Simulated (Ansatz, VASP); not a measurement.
Two plane-wave programs on Al3GaN4

```xyz
8
Lattice="4.5392 0.0000 0.0000 0.0000 4.5392 0.0000 0.0000 0.0000 4.5392" Properties=species:S:1:pos:R:3 pbc="T T T"
Al    2.2696    2.2696    0.0000
Al    2.2696    0.0000    2.2696
Al    0.0000    2.2696    2.2696
Ga    0.0000    0.0000    0.0000
N     3.3804    3.3804    1.1588
N     3.3804    1.1588    3.3804
N     1.1588    3.3804    3.3804
N     1.1588    1.1588    1.1588
```

Alike in both runs: task single point; functional PBEsol; k mesh 6 × 6 × 6; occupations gaussian, width 0.02 eV; no spin polarisation.

|  | VASP | Ansatz |
| --- | --- | --- |
| version | VASP 6.6.1 | Ansatz 0.2.0 |
| potentials or method | VASP PAW PBE potentials, release 64 (Al, Ga_d, N), cutoff 520 eV | scalar-relativistic, plane waves, PAW |
| valence electrons in the cell | 42 | 42 |

```csv
,VASP,Ansatz,Ansatz less VASP
gap on the k mesh at the Fermi level (eV),2.74,2.72,-0.012
least direct gap on the mesh (eV),2.74,2.72,-0.012
pressure (GPa),-14.8,-14.6,+0.13
```

VASP's potentials were made for PBE, not for PBEsol.
